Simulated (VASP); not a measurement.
# Ga6HN6 (a cell with a defect) in VASP: notebook

Runs on Ga6HN6 (a cell with a defect). Level: PBE. Tasks: single point.

Program: VASP 6.6.1. These are calculated values, not measurements. Logs are shortened: lines on timing, memory, paths and dates and some standing lists are left out, and cuts for length are marked.

### Step 1. The cell of the first run

The cell holds a defect, 13 atoms: a = 5.243 Å, b = 5.574 Å, c = 5.574 Å, α = 120.00°, β = 90.00°, γ = 90.00°.

### Step 2. Single point, PBE, collinear spin, ferromagnetic start

The input, INCAR:

```
  PREC = Accurate
  ENCUT = 520
  EDIFF = 1E-6
  ISMEAR = 0
  SIGMA = 0.02
  LREAL = False
  LASPH = True
  NELM = 150
  ALGO = Normal
  ISIF = 2
  LWAVE = False
  LCHARG = False
  ISPIN = 2
  MAGMOM = 0 0 0 0 0 0 0 0 0 0 0 0 0.38
  LORBIT = 11
  GGA = PE
  NBANDS = 70
```

The input, KPOINTS:

```
Automatic mesh
0
Gamma
  3 3 3
```

The input, POSCAR:

```
Ga6HN6
1.0
    0.0000000000      0.0000000000     -5.2431684262
    4.8275562260      2.7871908866      0.0000000000
    0.0000000001     -5.5743817732      0.0000000000
Ga N H
6 6 1
Direct
    0.4985964187      0.6707683657      0.6707697155
    0.4985964187      0.3292307589      0.0000008917
    0.4985964187      0.9999995389      0.3292321330
    0.0010152258      0.3337183296      0.3337200003
    0.0010152258     -0.0000006214      0.6662820056
    0.0010152258      0.6662803807      0.0000010055
    0.1211999975      0.6657225415      0.6657241918
    0.1211999975      0.3342761688      0.0000009851
    0.1211999975      0.9999993317      0.3342777908
    0.6276735234      0.3433743539      0.3433758124
    0.6276735234     -0.0000004143      0.6566261505
    0.6276737142      0.6566245636      0.0000008969
    0.4402278951     -0.0000004143      0.0000012280
```

Potentials or basis: VASP PAW PBE potentials, release 64 (Ga_d, N, H).

The run is started by

```bash
> cat potpaw_PBE.64/Ga_d/POTCAR potpaw_PBE.64/N/POTCAR potpaw_PBE.64/H/POTCAR > POTCAR
> mpirun -np 1 vasp_std > vasp.out
```

OUTCAR:

```text
PREC = Accurate
   ENCUT = 520
   EDIFF = 1E-6
   ISMEAR = 0
   LREAL = False
   LASPH = True
   NELM = 150
   ISIF = 2
   ISPIN = 2
   LORBIT = 11
   GGA = PE

 ion  position               nearest neighbor table
   1  0.499  0.671  0.671-  13 1.86  10 1.95   7 1.98  11 1.99  12 1.99
   2  0.499  0.329  0.000-  13 1.86  12 1.95   8 1.98  11 1.99  10 1.99
   3  0.499  1.000  0.329-  13 1.86  11 1.95   9 1.98  10 1.99  12 1.99
   4  0.001  0.334  0.334-   7 1.96  10 1.96   9 1.97   8 1.97
   5  0.001  1.000  0.666-   9 1.96  11 1.96   8 1.97   7 1.97
   6  0.001  0.666  0.000-   8 1.96  12 1.96   9 1.97   7 1.97
   7  0.121  0.666  0.666-   4 1.96   6 1.97   5 1.97   1 1.98
   8  0.121  0.334  0.000-   6 1.96   5 1.97   4 1.97   2 1.98
   9  0.121  1.000  0.334-   5 1.96   6 1.97   4 1.97   3 1.98
  10  0.628  0.343  0.343-   1 1.95   4 1.96   3 1.99   2 1.99
  11  0.628  1.000  0.657-   3 1.95   5 1.96   2 1.99   1 1.99
  12  0.628  0.657  0.000-   2 1.95   6 1.96   1 1.99   3 1.99
  13  0.440  1.000  0.000-   3 1.86   2 1.86   1 1.86

  LATTYP: Found a hexagonal cell.
 ALAT       =     5.5743817732
 C/A-ratio  =     0.9405829453

  Lattice vectors:

 A1 = (   4.8275562260,   2.7871908866,   0.0000000000)
 A2 = (   0.0000000001,  -5.5743817732,   0.0000000000)
 A3 = (   0.0000000000,   0.0000000000,  -5.2431684262)

Analysis of symmetry for initial positions (statically):
=====================================================================
 Subroutine PRICEL returns:
 Original cell was already a primitive cell.

 Routine SETGRP: Setting up the symmetry group for a
 hexagonal supercell.

 Subroutine GETGRP returns: Found  6 space group operations
 (whereof  6 operations were pure point group operations)
 out of a pool of 24 trial point group operations.

The static configuration has the point symmetry C_3v.

Analysis of symmetry for dynamics (positions and initial velocities):
=====================================================================
 Subroutine PRICEL returns:
 Original cell was already a primitive cell.

 Routine SETGRP: Setting up the symmetry group for a
 hexagonal supercell.

 Subroutine GETGRP returns: Found  6 space group operations
 (whereof  6 operations were pure point group operations)
 out of a pool of 24 trial point group operations.

The dynamic configuration has the point symmetry C_3v.

Analysis of structural, dynamic, and magnetic symmetry:
=====================================================================
 Subroutine PRICEL returns:
 Original cell was already a primitive cell.

 Routine SETGRP: Setting up the symmetry group for a
 hexagonal supercell.

 Subroutine GETGRP returns: Found  6 space group operations
 (whereof  6 operations were pure point group operations)
 out of a pool of 24 trial point group operations.

The overall configuration has the point symmetry C_3v.

 Subroutine INISYM returns: Found  6 space group operations
 (whereof  6 operations are pure point group operations),
 and found     1 'primitive' translations

----------------------------------------------------------------------------------------

                                     Primitive cell

  volume of cell :     141.0970

  direct lattice vectors                    reciprocal lattice vectors
     0.000000000  0.000000000 -5.243168426     0.000000000  0.000000000 -0.190724371
     4.827556226  2.787190887  0.000000000     0.207144144  0.000000000  0.000000000
     0.000000000 -5.574381773  0.000000000     0.103572072 -0.179392091  0.000000000

  length of vectors
     5.243168426  5.574381773  5.574381773     0.190724371  0.207144144  0.207144144

  position of ions in fractional coordinates (direct lattice)
     0.498596419  0.670768366  0.670769716
     0.498596419  0.329230759  0.000000892
     0.498596419  0.999999539  0.329232133
     0.001015226  0.333718330  0.333720000
     0.001015226  0.999999379  0.666282006
     0.001015226  0.666280381  0.000001006
     0.121199997  0.665722542  0.665724192
     0.121199997  0.334276169  0.000000985
     0.121199997  0.999999332  0.334277791
     0.627673523  0.343374354  0.343375812
     0.627673523  0.999999586  0.656626151
     0.627673714  0.656624564  0.000000897
     0.440227895  0.999999586  0.000001228

  ion indices of the primitive-cell ions
   primitive index   ion index
                 1           1
                 2           2
                 3           3
                 4           4
                 5           5
                 6           6
                 7           7
[... 30 lines left out ...]

 Found      7 irreducible k-points:

 Following reciprocal coordinates:
            Coordinates               Weight
  0.000000  0.000000  0.000000      1.000000
  0.333333  0.000000  0.000000      2.000000
  0.000000  0.333333  0.000000      6.000000
  0.333333  0.333333  0.000000     12.000000
  0.000000  0.333333  0.333333      2.000000
  0.333333  0.333333  0.333333      2.000000
  0.333333 -0.333333 -0.333333      2.000000
   k-points           NKPTS =      7   k-points in BZ     NKDIM =      7   number of bands    NBANDS=     70
   number of dos      NEDOS =    301   number of ions     NIONS =     13
   total plane-waves  NPLWV =  70560
   dimension x,y,z NGX =    40 NGY =   42 NGZ =   42
   dimension x,y,z NGXF=    80 NGYF=   84 NGZF=   84
   ions per type =               6   6   1
   NGX,Y,Z   is equivalent  to a cutoff of  12.68, 12.53, 12.53 a.u.
   NGXF,Y,Z  is equivalent  to a cutoff of  25.37, 25.05, 25.05 a.u.
 SYSTEM =  unknown system
   PREC   = accura    normal or accurate (medium, high low for compatibility)
   ISTART =      0    job   : 0-new  1-cont  2-samecut
   ICHARG =      2    charge: 1-file 2-atom 10-const
   ISPIN  =      2    spin polarized calculation?
   LNONCOLLINEAR =      F non collinear calculations
   LSORBIT =      F    spin-orbit coupling
   LASPH  =      T    aspherical Exc in radial PAW
   ENCUT  =  520.0 eV  38.22 Ry    6.18 a.u.   9.75 10.36 10.36*2*pi/ulx,y,z
   NELM   =    150;   NELMIN=  2; NELMDL= -5     # of ELM steps
   EDIFF  = 0.1E-05   stopping-criterion for ELM
   LREAL  =      F    real-space projection
   EDIFFG = 0.1E-04   stopping-criterion for IOM
   NSW    =      0    number of steps for IOM
   IBRION =     -1    ionic relax: 0-MD 1-quasi-New 2-CG
   NFREE  =      0    steps in history (QN), initial steepest desc. (CG)
   ISIF   =      2    stress and relaxation
   ISYM   =      2    0-nonsym 1-usesym 2-fastsym
   POTIM  = 0.5000    time-step for ionic-motion
   TEBEG  =    0.0;   TEEND  =   0.0 temperature during run
   PSTRESS=    0.0 pullay stress
   NELECT =     109.0000    total number of electrons
   NUPDOWN=      -1.0000    fix difference up-down
   EMIN   =  10.00;   EMAX   =-10.00  energy-range for DOS
   EFERMI =   0.00;   METHOD = LEGACY
   ISMEAR =     0;   SIGMA  =   0.02  broadening in eV -4-tet -1-fermi 0-gaus
   EFERMI_NEDOS =   21; number of points for ismear=-14 and -15
   IALGO  =     38    algorithm
   IMIX   =      4    mixing-type and parameters
     AMIX     =   0.40;   BMIX     =  1.00
     AMIX_MAG =   1.60;   BMIX_MAG =  1.00
  volume/ion in A,a.u.               =      10.85        73.24
  Fermi-wavevector in a.u.,A,eV,Ry     =   1.502142  2.838637 30.700610  2.256431
  Thomas-Fermi vector in A             =   2.613421
   LORBIT       =     11    0 simple, 1 ext, 2 COOP (PROOUT), +10 PAW based schemes
   GGA     = PE    functional components
   LHFCALC =     F    Hartree Fock is set to
   AEXX    =    0.0000 exact exchange contribution
   IVDW    =     0    specifies the selected vdW correction
   LEPSILON=     F    determine dielectric tensor
   LRPA    =     F    only Hartree local field effects (RPA)
 spin polarized calculation
 Gauss-broadening in eV      SIGMA  =   0.02
  energy-cutoff  :      520.00
  volume of cell :      141.10
 maximum number of plane-waves:      3817
 NGX is ok and might be reduce to    40
   NGX = 19   NGY = 21   NGZ = 21

 number of electron     108.9999958 magnetization       0.7778799

 Free energy of the ion-electron system (eV)
  ---------------------------------------------------
  ext. energy  EPLUGINS =         0.00000000
  ---------------------------------------------------
  free energy    TOTEN  =       -73.38739039 eV

  energy without entropy =      -73.38642605  energy(sigma->0) =      -73.38690822

 E-fermi :   5.7334     XC(G=0): -11.6293

 val. band max:        5.7138759358   @ k =   0.3333   0.3333   0.0000
 cond. band min:       6.0465770455   @ k =   0.3333   0.0000   0.0000
 fundamental gap:      0.3327011096
 Fermi energy:         5.7334384237

 spin component 1

 k-point     1 :       0.0000    0.0000    0.0000
  band No.  band energies     occupation
      1     -10.7841      1.00000
      2      -9.8813      1.00000
      3      -9.7561      1.00000
      4      -9.7561      1.00000
      5      -9.7276      1.00000
      6      -9.7276      1.00000
[... 472 lines left out ...]
     65      13.0244      0.00000
     66      13.0920      0.00000
 Fermi energy:         5.7334384237

 spin component 2

 k-point     1 :       0.0000    0.0000    0.0000
  band No.  band energies     occupation
      1     -10.6948      1.00000
      2      -9.8281      1.00000
      3      -9.7078      1.00000
      4      -9.7078      1.00000
      5      -9.6764      1.00000
      6      -9.6764      1.00000
[... 472 lines left out ...]
     65      13.0646      0.00000
     66      13.1934      0.00000
 [bands above 66 left out]

------------------------ aborting loop because EDIFF is reached ----------------------------------------

  FORCE on cell =-STRESS in cart. coord.  units (eV):
  Direction    XX          YY          ZZ          XY          YZ          ZX
  --------------------------------------------------------------------------------------
  -------------------------------------------------------------------------------------
  Total        3.7681478      3.7681478      3.4547426     -0.0000000     -0.0000000     -0.0000000
  in kB       42.7878690     42.7878690     39.2291067     -0.0000000     -0.0000000     -0.0000000
  external PRESSURE =      41.6016149 kB  Pullay stress =       0.0000000 kB

 VOLUME and BASIS-vectors are now :
 -----------------------------------------------------------------------------
  energy-cutoff  :      520.00
  volume of cell :      141.10
      direct lattice vectors                 reciprocal lattice vectors
     0.000000000  0.000000000 -5.243168426     0.000000000  0.000000000 -0.190724371
     4.827556226  2.787190887  0.000000000     0.207144144  0.000000000  0.000000000
     0.000000000 -5.574381773  0.000000000     0.103572072 -0.179392091  0.000000000

 POSITION                                       TOTAL-FORCE (eV/Angst)
 -----------------------------------------------------------------------------------
      3.23817     -1.86957     -2.61422        -0.013644      0.007877     -0.040660
      1.58938      0.91762     -2.61422         0.013644      0.007877     -0.040660
      4.82755      0.95192     -2.61422         0.000000     -0.015755     -0.040660
      1.61104     -0.93015     -0.00532        -0.009509      0.005490     -0.025805
      4.82755     -0.92692     -0.00532         0.000000     -0.010981     -0.025805
      3.21651      1.85704     -0.00532         0.009509      0.005490     -0.025805
      3.21381     -1.85551     -0.63547        -0.009055      0.005228     -0.043831
      1.61374      0.93169     -0.63547         0.009055      0.005228     -0.043831
      4.82755      0.92380     -0.63547         0.000000     -0.010456     -0.043831
      1.65766     -0.95706     -3.29100        -0.019992      0.011542     -0.054484
      4.82755     -0.87310     -3.29100         0.000000     -0.023085     -0.054484
      3.16989      1.83013     -3.29100         0.019992      0.011542     -0.054484
      4.82755      2.78718     -2.30819        -0.000000     -0.000000      0.494340
 -----------------------------------------------------------------------------------
    total drift:                                0.013378      0.034103     -0.002269

  FREE ENERGIE OF THE ION-ELECTRON SYSTEM (eV)
  ---------------------------------------------------
  free  energy   TOTEN  =       -73.3873903879 eV

  energy  without entropy=      -73.3864260459  energy(sigma->0) =      -73.38690822

 total charge

# of ion       s       p       d       tot
------------------------------------------
    1        0.777   0.871  10.172  11.819
    2        0.777   0.871  10.172  11.819
    3        0.777   0.871  10.172  11.819
    4        0.786   0.874  10.167  11.827
    5        0.786   0.874  10.167  11.827
    6        0.786   0.874  10.167  11.827
    7        1.227   2.500   0.000   3.727
    8        1.227   2.500   0.000   3.727
    9        1.227   2.500   0.000   3.727
   10        1.238   2.482   0.000   3.721
   11        1.238   2.482   0.000   3.721
   12        1.238   2.482   0.000   3.721
   13        0.509   0.016   0.000   0.525
--------------------------------------------------
tot         12.594  20.195  61.019  93.807

 magnetization (x)

# of ion       s       p       d       tot
------------------------------------------
    1       -0.002   0.000   0.017   0.015
    2       -0.002   0.000   0.017   0.015
    3       -0.002   0.000   0.017   0.015
    4        0.000   0.003   0.002   0.006
    5        0.000   0.003   0.002   0.006
    6        0.000   0.003   0.002   0.006
    7        0.001   0.019   0.000   0.020
    8        0.001   0.019   0.000   0.020
    9        0.001   0.019   0.000   0.020
   10        0.007   0.076   0.000   0.082
   11        0.007   0.076   0.000   0.082
   12        0.007   0.076   0.000   0.082
   13        0.189   0.001   0.000   0.190
--------------------------------------------------
tot          0.206   0.296   0.058   0.559
```

Wall time 3 min (1 thread of Oxide Virtual Turin-like, shared host); peak memory 0.31 GiB.

What came out:

| Quantity | Value |
| --- | --- |
| Free energy | -73.3874 eV |
| Pressure | 4.2 GPa |
| Largest force | 0.494 eV/Å |
| Net moment | 0.78 μB per cell |
| Site moments | Ga +0.01; N +0.02, +0.08; H +0.19 μB |
| Valence electrons inside the program's atomic spheres | Ga 11.82, 11.83; N 3.73, 3.72; H 0.53 |

Forces on the atoms (eV/Å):
```
Ga  -0.014  0.008 -0.041
Ga   0.014  0.008 -0.041
Ga   0.000 -0.016 -0.041
Ga  -0.010  0.005 -0.026
Ga   0.000 -0.011 -0.026
Ga   0.010  0.005 -0.026
N   -0.009  0.005 -0.044
N    0.009  0.005 -0.044
N    0.000 -0.010 -0.044
N   -0.020  0.012 -0.054
N    0.000 -0.023 -0.054
N    0.020  0.012 -0.054
H    0.000  0.000  0.494
```

Stress tensor (GPa, compression positive):
```
4.28 0.00 0.00
0.00 4.28 0.00
0.00 0.00 3.92
```

Caveat: the k points lie up to 0.43 Å⁻¹ apart.

### Step 3. Single point, PBE, collinear spin, ferromagnetic start

The input, INCAR:

```
SYSTEM = Ga6HN6
ALGO = Normal
EDIFF = 1E-6
ENCUT = 520
GGA = PE
ISIF = 2
ISMEAR = 0
ISPIN = 2
LASPH = .TRUE.
LCHARG = .TRUE.
LELF = .TRUE.
LORBIT = 11
LREAL = .FALSE.
LVHAR = .TRUE.
LWAVE = .FALSE.
MAGMOM = 0 0 0 0 0 0 0 0 0 0 0 0 0.38
NBANDS = 70
NELM = 150
PREC = Accurate
SIGMA = 0.02
```

The input, KPOINTS:

```
k-points
0
G
  3 3 3
  0 0 0
```

The input, POSCAR:

```
Ga6HN6
1.0
    0.0000000000      0.0000000000     -5.2431684262
    4.8275562260      2.7871908866      0.0000000000
    0.0000000001     -5.5743817732      0.0000000000
Ga N H
6 6 1
Direct
    0.4970231334      0.6728706716      0.6728717473
    0.4970229427      0.3271294887      0.0000009561
    0.4970229427      0.9999999532      0.3271309412
   -0.0002488953      0.3355774483      0.3355786313
   -0.0002488953      0.0000000000      0.6644236349
   -0.0002488953      0.6644222977      0.0000010356
    0.1226161259      0.6687474674      0.6687487507
    0.1226161259      0.3312524858      0.0000012395
    0.1226161259      0.9999999532      0.3312537302
    0.6243831466      0.3481513050      0.3481521760
    0.6243831466      0.0000000000      0.6518500433
    0.6243831466      0.6518488553      0.0000009309
    0.6210302121      0.0000006214      0.0000026428
```

Potentials or basis: VASP PAW PBE potentials, release 64 (Ga_d, N, H).

The run is started by

```bash
> cat potpaw_PBE.64/Ga_d/POTCAR potpaw_PBE.64/N/POTCAR potpaw_PBE.64/H/POTCAR > POTCAR
> mpirun -np 1 vasp_std > vasp.out
```

OUTCAR:

```text
SYSTEM = Ga6HN6
   EDIFF = 1E-6
   ENCUT = 520
   GGA = PE
   ISIF = 2
   ISMEAR = 0
   ISPIN = 2
   LASPH = .TRUE.
   LORBIT = 11
   LREAL = .FALSE.
   NELM = 150
   PREC = Accurate

 ion  position               nearest neighbor table
   1  0.497  0.673  0.673-  10 1.93   7 1.96  12 2.00  11 2.00
   2  0.497  0.327  0.000-  12 1.93   8 1.96  11 2.00  10 2.00
   3  0.497  1.000  0.327-  11 1.93   9 1.96  12 2.00  10 2.00
   4  1.000  0.336  0.336-   7 1.97   8 1.97   9 1.97  10 1.97
   5  1.000  0.000  0.664-   9 1.97   8 1.97   7 1.97  11 1.97
   6  1.000  0.664  0.000-   8 1.97   7 1.97   9 1.97  12 1.97
   7  0.123  0.669  0.669-   1 1.96   4 1.97   6 1.97   5 1.97
   8  0.123  0.331  0.000-   2 1.96   6 1.97   4 1.97   5 1.97
   9  0.123  1.000  0.331-   3 1.96   5 1.97   4 1.97   6 1.97
  10  0.624  0.348  0.348-   1 1.93   4 1.97   2 2.00   3 2.00
  11  0.624  0.000  0.652-   3 1.93   5 1.97   1 2.00   2 2.00
  12  0.624  0.652  0.000-   2 1.93   6 1.97   1 2.00   3 2.00
  13  0.621  0.000  0.000-

  LATTYP: Found a hexagonal cell.
[... 1219 lines left out ...]
  ---------------------------------------------------
  free  energy   TOTEN  =       -72.9679323991 eV

  energy  without entropy=      -72.9669575957  energy(sigma->0) =      -72.96744500

 total charge

# of ion       s       p       d       tot
------------------------------------------
    1        0.786   0.870  10.172  11.828
    2        0.786   0.870  10.172  11.828
    3        0.786   0.870  10.172  11.828
    4        0.782   0.864  10.163  11.810
    5        0.782   0.864  10.163  11.810
    6        0.782   0.864  10.163  11.810
    7        1.225   2.503   0.000   3.728
    8        1.225   2.503   0.000   3.728
    9        1.225   2.503   0.000   3.728
   10        1.247   2.476   0.000   3.724
   11        1.247   2.476   0.000   3.724
   12        1.247   2.476   0.000   3.724
   13        0.485   0.019   0.000   0.504
--------------------------------------------------
tot         12.606  20.158  61.006  93.771

 magnetization (x)

# of ion       s       p       d       tot
------------------------------------------
    1        0.007   0.014   0.013   0.034
    2        0.007   0.014   0.013   0.034
    3        0.007   0.014   0.013   0.034
    4       -0.001  -0.001   0.000  -0.002
    5       -0.001  -0.001   0.000  -0.002
    6       -0.001  -0.001   0.000  -0.002
    7       -0.001   0.002   0.000   0.001
    8       -0.001   0.002   0.000   0.001
    9       -0.001   0.002   0.000   0.001
   10        0.019   0.097   0.000   0.116
   11        0.019   0.097   0.000   0.116
   12        0.019   0.097   0.000   0.116
   13        0.215   0.001   0.000   0.216
--------------------------------------------------
tot          0.288   0.336   0.039   0.662
```

Wall time 4.7 min (1 thread of Oxide Virtual Turin-like, shared host); peak memory 0.31 GiB.

Results:

- Free energy: -72.9679 eV
- Pressure: 5.1 GPa
- Largest force: 0.025 eV/Å
- Net moment: 0.93 μB per cell
- Site moments: Ga +0.03, -0.00; N +0.00, +0.12; H +0.22 μB
- Valence electrons inside the program's atomic spheres: Ga 11.83, 11.81; N 3.73, 3.72; H 0.50

Forces on the atoms (eV/Å):
```
Ga  -0.017  0.010  0.015
Ga   0.017  0.010  0.015
Ga   0.000 -0.020  0.015
Ga  -0.005  0.003  0.008
Ga   0.000 -0.006  0.008
Ga   0.005  0.003  0.008
N    0.007 -0.004 -0.010
N   -0.007 -0.004 -0.010
N    0.000  0.008 -0.010
N    0.016 -0.010 -0.014
N    0.000  0.019 -0.014
N   -0.016 -0.010 -0.014
H    0.000  0.000  0.006
```

Levels at points of the mesh, in eV from the Fermi level:
Spin up:
| k point | band 53 | band 54 | band 55 | band 56 | band 57 | band 58 |
| --- | --- | --- | --- | --- | --- | --- |
| (0.00, 0.00, 0.00) | -1.60 | -1.60 | -0.80 | 1.26 | 3.03 | 3.64 |
Spin down:
```
           k point  band 51  band 52  band 53  band 54  band 55  band 56  band 57  band 58
(0.00, 0.00, 0.00)    -2.49    -1.59    -1.49    -1.49    -0.26     1.60     3.24     3.65
```

Caveat: the k points lie up to 0.43 Å⁻¹ apart.
